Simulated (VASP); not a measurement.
Here is a VASP 6.6.1 calculation.

The input INCAR:

```
PREC     = Accurate       # precision mode
ENCUT    = 520            # plane-wave cutoff, eV
EDIFF    = 1E-7           # SCF threshold, eV
ISMEAR   = -1             # smearing method
SIGMA    = 0.025          # smearing width, eV
LREAL    = False          # projectors in reciprocal space
LASPH    = True           # aspherical terms in the spheres
NELM     = 60             # most SCF steps
ALGO     = Normal         # electronic algorithm
ISIF     = 2              # what is computed and relaxed
LWAVE    = False          # write WAVECAR
LCHARG   = True           # write CHGCAR
GGA      = PS             # functional
LELF     = True           # ELF
LVHAR    = True         
NBANDS   = 11             # bands
```

Contents of KPOINTS:

```
Automatic mesh
0
Gamma
  7 7 7
```

Contents of POSCAR:

```
Ca
1.0
    3.4886563400      0.0000000000      0.0000000000
    0.0000000000      3.4886563400      0.0000000000
    0.0000000000      0.0000000000      3.4886563400
Ca
1
Direct
    0.0000000000      0.0000000000      0.0000000000
```

Potentials or basis: VASP PAW PBE potentials, release 64 (Ca_sv).

Launch:

```bash
$ cat potpaw_PBE.64/Ca_sv/POTCAR > POTCAR
$ mpirun -np 1 vasp_std > vasp.out
```

(1) What does it give for the pressure?

(2) What does it give for the band gap on the k mesh?

## Answers

(1) -0.2 GPa.

(2) zero (band 5 reaches 2.26 eV, above the bottom of band 6 at 1.68 eV).

Caveat: the PAW data sets were made with another functional, which shifts forces and pressure a little.
